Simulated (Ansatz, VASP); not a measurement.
TiO2: VASP beside Ansatz

```
CELL_PARAMETERS angstrom
-1.89210 1.89210 4.75730
1.89210 -1.89210 4.75730
1.89210 1.89210 -4.75730
ATOMIC_POSITIONS crystal
Ti 0.00000 0.00000 0.00000
Ti 0.75000 0.25000 0.50000
O 0.20816 0.20816 0.00000
O 0.95816 0.45816 0.50000
O 0.54184 0.04184 0.50000
O 0.79184 0.79184 0.00000
```

Alike in both runs: functional r2SCAN; k mesh 6 × 6 × 6; no spin polarisation.

Ansatz relaxed the structure, and its values are those at the end. VASP's run is a single point on that final structure, the one shown.

```csv
,VASP,Ansatz
version,VASP 6.6.1,Ansatz 0.2.0
potentials or method,"VASP PAW PBE potentials, release 64 (Ti_sv, O_h)","scalar-relativistic, plane waves, PAW"
plane-wave cutoff (eV),910,500
occupations,"gaussian, width 0.01 eV",fixed
valence electrons in the cell,48,48
```

Ansatz gave:

* rms of the force components (eV/Å): 0.000

**Question.** What did VASP give for the same quantities?

**Answer.** rms of the force components (eV/Å): 0.015.

VASP's potentials were made for PBE, not for r2SCAN. Ansatz's warnings: stress scf threshold loose.

Noted on VASP's run: the cutoff is under 1.25 times that of the potentials, so the pressure is a little rough.
